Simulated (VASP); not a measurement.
# ZnO (P6_3mc) in VASP: further runs

Runs on ZnO. Level: PBE. Tasks: electric field gradients.

Program: VASP 6.6.1. These are calculated values, not measurements. Logs are shortened: lines on timing, memory, paths and dates and some standing lists are left out, and cuts for length are marked.

## Step 1: The cell of the first run

The structure is hexagonal, space group P6_3mc (No. 186). The conventional cell has a = 3.249 Å, b = 3.249 Å, c = 5.204 Å, α = 90.00°, β = 90.00°, γ = 120.00°. Zn (site symmetry 3m) has 4 O at 1.97 to 1.99 Å within 2.6 Å. Within 2.6 Å of O (site symmetry 3m) lie 4 Zn at 1.97 to 1.99 Å.

## Step 2: Electric field gradients, PBE

File INCAR:

```
SYSTEM = ZnO
PREC = Accurate
ENCUT = 910
EDIFF = 1E-8
ISMEAR = -1
SIGMA = 0.02
LREAL = .False.
LASPH = .True.
NELM = 120
ALGO = Normal
ISIF = 2
LWAVE = .False.
LCHARG = .False.
GGA = PE
LEFG = .True.
NBANDS = 26
GGA_COMPAT = .False.
```

File KPOINTS:

```
Automatic mesh
0
Gamma
  11 11 6
  0 0 0
```

File POSCAR:

```
ZnO
1.0
    3.2493987239      0.0000000000      0.0000000000
   -1.6246993619      2.8140618419      0.0000000000
    0.0000000000      0.0000000000      5.2038000000
Zn O
2 2
Direct
    0.3333333333      0.6666666667      0.0000000000
    0.6666666667      0.3333333333      0.5000000000
    0.3333333333      0.6666666667      0.3821000000
    0.6666666667      0.3333333333      0.8821000000
```

Potentials or basis: VASP PAW PBE potentials, release 64 (Zn, O_h).

On the command line:

```bash
> cat potpaw_PBE.64/Zn/POTCAR potpaw_PBE.64/O_h/POTCAR > POTCAR
> mpirun -np 1 vasp_std > vasp.out
```

OUTCAR:

```text
SYSTEM = ZnO
   PREC = Accurate
   ENCUT = 910
   EDIFF = 1E-8
   ISMEAR = -1
   LREAL = .False.
   LASPH = .True.
   NELM = 120
   ISIF = 2
   GGA = PE

 ion  position               nearest neighbor table
   1  0.333  0.667  0.000-   4 1.97   4 1.97   4 1.97   3 1.99
   2  0.667  0.333  0.500-   3 1.97   3 1.97   3 1.97   4 1.99
   3  0.333  0.667  0.382-   2 1.97   2 1.97   2 1.97   1 1.99
   4  0.667  0.333  0.882-   1 1.97   1 1.97   1 1.97   2 1.99

  LATTYP: Found a hexagonal cell.
 ALAT       =     3.2493987239
 C/A-ratio  =     1.6014655148

  Lattice vectors:

 A1 = (   3.2493987239,   0.0000000000,   0.0000000000)
 A2 = (  -1.6246993619,   2.8140618419,   0.0000000000)
 A3 = (   0.0000000000,   0.0000000000,   5.2038000000)

Analysis of symmetry for initial positions (statically):
=====================================================================
 Subroutine PRICEL returns:
 Original cell was already a primitive cell.

 Routine SETGRP: Setting up the symmetry group for a
 hexagonal supercell.

 Subroutine GETGRP returns: Found 12 space group operations
 (whereof  6 operations were pure point group operations)
 out of a pool of 24 trial point group operations.

The static configuration has the point symmetry C_3v.
 The point group associated with its full space group is C_6v.

Analysis of symmetry for dynamics (positions and initial velocities):
=====================================================================
 Subroutine PRICEL returns:
 Original cell was already a primitive cell.

 Routine SETGRP: Setting up the symmetry group for a
 hexagonal supercell.

 Subroutine GETGRP returns: Found 12 space group operations
 (whereof  6 operations were pure point group operations)
 out of a pool of 24 trial point group operations.

The dynamic configuration has the point symmetry C_3v.
 The point group associated with its full space group is C_6v.

 Subroutine INISYM returns: Found 12 space group operations
 (whereof  6 operations are pure point group operations),
 and found     1 'primitive' translations

----------------------------------------------------------------------------------------

                                     Primitive cell

  volume of cell :      47.5836

[... 138 lines left out ...]
  energy without entropy =      -17.83561008  energy(sigma->0) =      -17.83561008

 E-fermi :   1.9293     XC(G=0): -10.9161

 val. band max:        1.5293692627   @ k =   0.0000   0.0000   0.0000
 cond. band min:       2.3206517951   @ k =   0.0000   0.0000   0.0000
 fundamental gap:      0.7912825325
 Fermi energy:         1.9292842927

 k-point     1 :       0.0000    0.0000    0.0000
  band No.  band energies     occupation
      1     -16.5647      2.00000
      2     -15.8355      2.00000
      3      -4.1777      2.00000
      4      -4.1777      2.00000
      5      -4.0906      2.00000
      6      -4.0817      2.00000
[... 685 lines left out ...]
     25      14.5744      0.00000
     26      16.0792      0.00000

 [... further k-points ...]

------------------------ aborting loop because EDIFF is reached ----------------------------------------

  FORCE on cell =-STRESS in cart. coord.  units (eV):
  Direction    XX          YY          ZZ          XY          YZ          ZX
  --------------------------------------------------------------------------------------
  -------------------------------------------------------------------------------------
  Total        1.6756293      1.6756293      1.7531771      0.0000000      0.0000000      0.0000000
  in kB       56.4197667     56.4197667     59.0308627      0.0000000      0.0000000      0.0000000
  external PRESSURE =      57.2901320 kB  Pullay stress =       0.0000000 kB

 VOLUME and BASIS-vectors are now :
 -----------------------------------------------------------------------------
  energy-cutoff  :      910.00
  volume of cell :       47.58
      direct lattice vectors                 reciprocal lattice vectors
     3.249398724  0.000000000  0.000000000     0.307749244  0.177679109  0.000000000
    -1.624699362  2.814061842  0.000000000     0.000000000  0.355358217  0.000000000
     0.000000000  0.000000000  5.203800000     0.000000000  0.000000000  0.192167262

 POSITION                                       TOTAL-FORCE (eV/Angst)
 -----------------------------------------------------------------------------------
     -0.00000      1.87604      0.00000        -0.000000     -0.000000      0.032182
      1.62470      0.93802      2.60190        -0.000000      0.000000      0.032182
     -0.00000      1.87604      1.98837         0.000000      0.000000     -0.032182
      1.62470      0.93802      4.59027        -0.000000     -0.000000     -0.032182
 -----------------------------------------------------------------------------------
    total drift:                               -0.000000     -0.000000      0.000781

  FREE ENERGIE OF THE ION-ELECTRON SYSTEM (eV)
  ---------------------------------------------------
  free  energy   TOTEN  =       -17.8356100752 eV

  energy  without entropy=      -17.8356100752  energy(sigma->0) =      -17.83561008

 Electric field gradients (V/A^2)
---------------------------------------------------------------------
 ion       V_xx      V_yy      V_zz      V_xy      V_xz      V_yz
---------------------------------------------------------------------
   1      -3.790    -3.792     7.582    -0.002    -0.000     0.000
   2      -3.790    -3.792     7.582    -0.002     0.000    -0.000
   3       1.679     1.676    -3.356    -0.002    -0.000     0.000
   4       1.679     1.676    -3.356    -0.002     0.000    -0.000
---------------------------------------------------------------------

 Electric field gradients after diagonalization (V/A^2)
 (convention: |V_zz| > |V_xx| > |V_yy|)
----------------------------------------------------------------------
 ion       V_xx      V_yy      V_zz     asymmetry (V_yy - V_xx)/ V_zz
----------------------------------------------------------------------
   1      -3.793    -3.789     7.582       0.000
   2      -3.793    -3.789     7.582       0.000
   3       1.680     1.675    -3.356       0.002
   4       1.680     1.675    -3.356       0.002
----------------------------------------------------------------------

           NMR quadrupolar parameters

 Cq : quadrupolar parameter    Cq=e*Q*V_zz/h
 eta: asymmetry parameters     (V_yy - V_xx)/ V_zz
 Q  : nuclear electric quadrupole moment in mb (millibarn)
----------------------------------------------------------------------
 ion       Cq(MHz)       eta       Q (mb)
----------------------------------------------------------------------
   1       0.018       0.000       1.000
   2       0.018       0.000       1.000
   3      -0.008       0.002       1.000
   4      -0.008       0.002       1.000
----------------------------------------------------------------------
```

OSZICAR:

```text
N       E                     dE             d eps       ncg     rms          rms(c)
DAV:   1     0.394036676264E+03    0.39404E+03   -0.25304E+04  3376   0.295E+03
DAV:   2     0.463134490089E+02   -0.34772E+03   -0.32632E+03  3528   0.551E+02
DAV:   3    -0.178769810340E+02   -0.64190E+02   -0.61878E+02  3870   0.191E+02
DAV:   4    -0.210205032531E+02   -0.31435E+01   -0.31197E+01  3676   0.468E+01
DAV:   5    -0.210493032364E+02   -0.28800E-01   -0.28780E-01  3730   0.456E+00    0.149E+01
DAV:   6    -0.176558464552E+02    0.33935E+01   -0.61767E+00  5564   0.607E+01    0.895E+00
DAV:   7    -0.178795582709E+02   -0.22371E+00   -0.30251E+00  3958   0.166E+01    0.547E+00
DAV:   8    -0.178787050729E+02    0.85320E-03   -0.52219E-01  4480   0.690E+00    0.180E+00
DAV:   9    -0.178338756018E+02    0.44829E-01   -0.88404E-02  4668   0.560E+00    0.438E-01
DAV:  10    -0.178354253996E+02   -0.15498E-02   -0.41047E-02  3396   0.167E+00    0.123E-01
DAV:  11    -0.178356404097E+02   -0.21501E-03   -0.17958E-03  3954   0.908E-01    0.479E-02
DAV:  12    -0.178355985585E+02    0.41851E-04   -0.36983E-04  4034   0.586E-01    0.115E-02
DAV:  13    -0.178356155182E+02   -0.16960E-04   -0.53351E-05  3512   0.599E-02    0.233E-02
DAV:  14    -0.178356100301E+02    0.54882E-05   -0.14785E-05  3846   0.386E-02    0.334E-03
DAV:  15    -0.178356100584E+02   -0.28332E-07   -0.12260E-06  3516   0.829E-03    0.956E-04
DAV:  16    -0.178356100610E+02   -0.26030E-08   -0.10202E-07  4442   0.412E-03    0.494E-04
DAV:  17    -0.178356100749E+02   -0.13896E-07   -0.52407E-09  2100   0.120E-03    0.183E-04
DAV:  18    -0.178356100752E+02   -0.33288E-09   -0.16180E-09  1708   0.824E-04
   1 F= -.17835610E+02 E0= -.17835610E+02  d E =-.101340E-10
```

stdout:

```text
POSCAR found type information on POSCAR ZnO
 POSCAR found :  2 types and       4 ions
 scaLAPACK will be used
 LDA part: xc-table for (Slater+PW92), standard interpolation
 POSCAR, INCAR and KPOINTS ok, starting setup
 FFT: planning ... GRIDC
 FFT: planning ... GRID_SOFT
 FFT: planning ... GRID
 WAVECAR not read
 entering main loop
ion   1

ion   2

ion   3

ion   4
```

Run time: 68 s. Hardware: 1 thread of Intel Xeon 6975P-C (Granite Rapids), shared host; peak memory 0.31 GiB.

Results:

| Item | Value |
| --- | --- |
| Free energy | -17.8356 eV |
| Pressure | 5.7 GPa |
| Largest force | 0.032 eV/Å |
| Band gap on the k mesh | 0.79 eV |
| Largest electric field gradient by atom | Zn +7.6; O -3.4 V/Å² |

Forces in eV/Å, atoms in the order of the input:
```
Zn   0.000  0.000  0.032
Zn   0.000  0.000  0.032
O    0.000  0.000 -0.032
O    0.000  0.000 -0.032
```

Stress tensor (GPa, compression positive):
```
5.64 0.00 0.00
0.00 5.64 0.00
0.00 0.00 5.90
```

Electric field gradients, principal values (V/Å²):
| atom | least | middle | greatest (by size) |
| --- | --- | --- | --- |
| 1 Zn | -3.789 | -3.793 | 7.582 |
| 2 Zn | -3.789 | -3.793 | 7.582 |
| 3 O | 1.675 | 1.680 | -3.356 |
| 4 O | 1.675 | 1.680 | -3.356 |

Caveat: the cutoff is under 1.25 times the usual one of these potentials, so pressure, stress and relaxed cells hold a basis-set (Pulay) error; the cell stands under pressure; without QUAD_EFG the Cq values of the log hold for a quadrupole moment of 1 mb, not for the nuclei. PBE gaps usually lie below the measured ones, often by a third to a half.

[end of part 1 of 2]
